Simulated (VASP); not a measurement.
Set up this calculation in VASP 6.6.1, as the native input.

- Task: single point
- Functional: r2SCAN
- Potentials or basis: VASP PAW PBE potentials, release 64 (Na_pv, H)
- Cutoff: 520 eV
- k mesh: 8 × 8 × 8
- Occupations: gaussian, width 0.01 eV
- Spin: no spin polarisation
- Dipole correction: no
- Further INCAR settings: ALGO = Normal; EDIFF = 1e-06; NBANDS = 11

NaH:

```
Na H
1.0
     0.00000    2.35579    2.35579
     2.35579    0.00000    2.35579
     2.35579    2.35579    0.00000
Na H
1 1
Direct
  0.00000 0.00000 0.00000
  0.50000 0.50000 0.50000
```

One way to write it, as run:

POSCAR

```
NaH
1.0
    0.0000000000      2.3557940984      2.3557940984
    2.3557940984      0.0000000000      2.3557940984
    2.3557940984      2.3557940984      0.0000000000
Na H
1 1
Direct
    0.0000000000      0.0000000000      0.0000000000
    0.5000000000      0.5000000000      0.5000000000
```

INCAR.step1

```
ALGO = Normal
EDIFF = 1E-4
ENCUT = 520
GGA = PE
ISMEAR = 0
LASPH = T
LCHARG = F
LREAL = F
LWAVE = T
NBANDS = 11
NELM = 60
PREC = Accurate
SIGMA = 0.01
```

INCAR.step2

```
ALGO = Normal
EDIFF = 1E-6
ENCUT = 520
ISIF = 2
ISMEAR = 0
ISTART = 1
LASPH = T
LCHARG = F
LMIXTAU = T
LREAL = F
LWAVE = F
METAGGA = R2SCAN
NBANDS = 11
NELM = 60
PREC = Accurate
SIGMA = 0.01
```

KPOINTS

```
k-points
0
Gamma
  8 8 8
```

Potentials or basis: VASP PAW PBE potentials, release 64 (Na_pv, H).

Run with:

```sh
$ cat potpaw_PBE.64/Na_pv/POTCAR potpaw_PBE.64/H/POTCAR > POTCAR
$ cp INCAR.step1 INCAR
$ mpirun -np 1 vasp_std > vasp.out
$ cp INCAR.step2 INCAR
$ mpirun -np 1 vasp_std > vasp.out
```

It gave:

The pressure is 1.3 GPa and the band gap on the k mesh is 4.51 eV, indirect (least direct gap 5.37 eV).

Caveat: the PAW data sets were made with another functional, which shifts forces and pressure a little.

Run time: 22 s on 1 thread of Intel(R) Xeon(R) Platinum 8488C (Sapphire Rapids) (shared host), peak memory 0.15 GiB.
